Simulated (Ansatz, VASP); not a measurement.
Two plane-wave programs on ZnCu

File INCAR:

```
SYSTEM = ZnCu
  PREC = Accurate
  ENCUT = 520
  EDIFF = 1E-6
  ISMEAR = 0
  SIGMA = 0.15
  LREAL = .FALSE.
  LASPH = .TRUE.
  NELM = 100
  ALGO = Fast
  ISIF = 2
  LWAVE = .FALSE.
  LCHARG = .FALSE.
  GGA = PE
  NBANDS = 18
```

KPOINTS

```
Automatic mesh
0
G
  16 16 16
  0 0 0
```

Contents of POSCAR:

```
ZnCu
1.0
    2.9450000000      0.0000000000      0.0000000000
    0.0000000000      2.9450000000      0.0000000000
    0.0000000000      0.0000000000      2.9450000000
Zn Cu
1 1
Direct
    0.4915110357      0.5000000000      0.5000000000
    0.0000000000      0.0000000000      0.0000000000
```

Input for Ansatz:

```yaml
crystal:
  lattice:
    - [2.945, 0.0, 0.0]
    - [0.0, 2.945, 0.0]
    - [0.0, 0.0, 2.945]
  atoms:
    - { symbol: Zn, position: [0.4915110357, 0.5, 0.5] }
    - { symbol: Cu, position: [0.0, 0.0, 0.0] }
basis:
  ecutwfc: 420
kpoints:
  mp_grid: { grid: [16, 16, 16] }
hamiltonian:
  xc: pbe
scf:
  occupations: { method: gaussian, width: 0.15 }
output:
  forces: true
  stress: true
  eigenvalues: true
```

Change from the starting cell: all Zn atoms moved +0.025 Å, as atom 1 towards its neighbour atom 1 (Zn) at 2.945 Å.

Alike in both runs: task single point; functional PBE; k mesh 16 × 16 × 16; occupations gaussian, width 0.15 eV; no spin polarisation.

|  | VASP | Ansatz |
| --- | --- | --- |
| version | VASP 6.6.1 | Ansatz 0.2.0 |
| potentials or method | VASP PAW PBE potentials, release 64 (Zn, Cu), cutoff 520 eV | scalar-relativistic, plane waves, PAW |
| valence electrons in the cell | 23 | 31 |

Ansatz gave:

```
gap on the k mesh at the Fermi level (eV) : none
pressure (GPa)                            : 2.3
rms of the force components (eV/Å)        : 0.069
```

Q: What did VASP give for the same quantities?

A: gap on the k mesh at the Fermi level (eV): none; pressure (GPa): 3.2; rms of the force components (eV/Å): 0.070.

Atom by atom the forces differ by 0.001 eV/Å (rms over components). A gap of «none» marks a metal or a gap that the smearing closes. VASP's potentials hold 23 valence electrons a cell and Ansatz's 31, so a difference there can come from the potentials and not from the codes.
